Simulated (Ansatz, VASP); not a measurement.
## Two plane-wave programs on SiC

```
Si C
1.0
     0.00000    2.17805    2.17805
     2.16716    0.00000    2.17805
     2.16716    2.17805    0.00000
Si C
1 1
Cartesian
  0.0000 0.0000 0.0000
  1.0836 1.0890 1.0890
```

Change from the starting cell: uniaxial_x strain -0.5%.

Alike in both runs: task single point; functional PBE; k mesh 10 × 10 × 10; occupations fermi-dirac, width 0.02 eV; no spin polarisation.

```csv
,VASP,Ansatz
version,VASP 6.6.1,Ansatz 0.2.0
potentials or method,"VASP PAW PBE potentials, release 64 (Si, C)","plane waves, PAW"
plane-wave cutoff (eV),520,420
valence electrons in the cell,8,8
```

VASP gave:

| Property | Result |
| --- | --- |
| gap on the k mesh at the Fermi level (eV) | 1.30 |
| pressure (GPa) | 4.6 |
| traceless stress, the component that is largest in VASP (GPa) | 0.85 |

Problem. Estimate Ansatz's values.

Solution. gap on the k mesh at the Fermi level (eV): 1.30; pressure (GPa): 4.7; traceless stress, the component that is largest in VASP (GPa): 0.85.

With one functional, cell and mesh, what is left measures potentials, basis and numerics.
